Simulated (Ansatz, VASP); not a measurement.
Given: the input of a run of VASP 6.6.1 on La2O3.

INCAR

```
PREC = Accurate
ENCUT = 600
EDIFF = 1E-6
ISMEAR = -1
SIGMA = 0.05
LREAL = False
LASPH = True
NELM = 60
ALGO = Normal
ISIF = 3
LWAVE = False
LCHARG = False
GGA = RE
IVDW = 13
IBRION = 2
NSW = 60
EDIFFG = -0.01
```

KPOINTS

```
regular mesh
0
Gamma
  5 5 8
```

Contents of POSCAR:

```
La2O3
1.0
    6.2667802772      0.0000000000      0.0000000000
   -3.1333901386      5.4271909200      0.0000000000
    0.0000000000      0.0000000000      3.2997660000
La O
2 3
Direct
    0.6666666667      0.3333333333      0.5000000000
    0.3333333333      0.6666666667      0.5000000000
    0.5080139900      0.0000000000      0.0000000000
    0.0000000000      0.5080139900      0.0000000000
    0.4919860100      0.4919860100      0.0000000000
```

Potentials or basis: VASP PAW PBE potentials, release 64 (La, O).

Command:

```console
$ cat potpaw_PBE.64/La/POTCAR potpaw_PBE.64/O/POTCAR > POTCAR
$ mpirun -np 1 vasp_std > vasp.out
```

Q: Translate it to Ansatz 0.2.0. Potentials there: Ansatz PAW.

A: As run (the cutoff follows the program's own potentials):

Contents of input.yaml:

```yaml
crystal:
  lattice:
    - [6.2667802772, 0.0, 0.0]
    - [-3.1333901386, 5.42719092, 0.0]
    - [0.0, 0.0, 3.299766]
  atoms:
    - { symbol: La, position: [0.6666666667, 0.3333333333, 0.5] }
    - { symbol: La, position: [0.3333333333, 0.6666666667, 0.5] }
    - { symbol: O, position: [0.50801399, 0.0, 0.0] }
    - { symbol: O, position: [0.0, 0.50801399, 0.0] }
    - { symbol: O, position: [0.49198601, 0.49198601, 0.0] }
hamiltonian:
  xc: revpbe
  pseudopotentials: { kind: paw }
  dispersion: d4
kpoints:
  mp_grid: { grid: [5, 5, 8] }
scf:
  occupations: { method: fermi_dirac, width: 0.05 }
output:
  forces: true
  stress: true
  eigenvalues: true
relax:
  f_tol: 0.01
  max_steps: 40
  cell: { stress_tol: 0.05 }
```

Potentials or basis: Ansatz PAW.

Launch:

```console
$ ansatz run input.yaml --threads 2 --pin off --max-ram 5632MiB --backend cpu --events-out ev --progress --plain --runs-dir out
```

Both were run:

|  | VASP | Ansatz | Ansatz less VASP |
| --- | --- | --- | --- |
| gap on the k mesh at the Fermi level, each at its own relaxed structure (eV) | 1.66 | 1.66 | +0.001 |
| relaxed volume (Å³/atom) | 22.75 | 22.84 | +0.087 |
| relaxed length of the cell vector where the two differ most in proportion (Å) | 6.327 | 6.335 | +0.0084 |

VASP's potentials were made for PBE, not for revPBE.

Spin-orbit coupling is off throughout. Noted on Ansatz's run: odd divisions of the mesh miss points on the zone boundary, where band edges often lie, so the gap on the mesh can be too wide; the plane-wave basis is chosen anew once the cell has moved, so the energies of steps on either side of that aren't comparable.
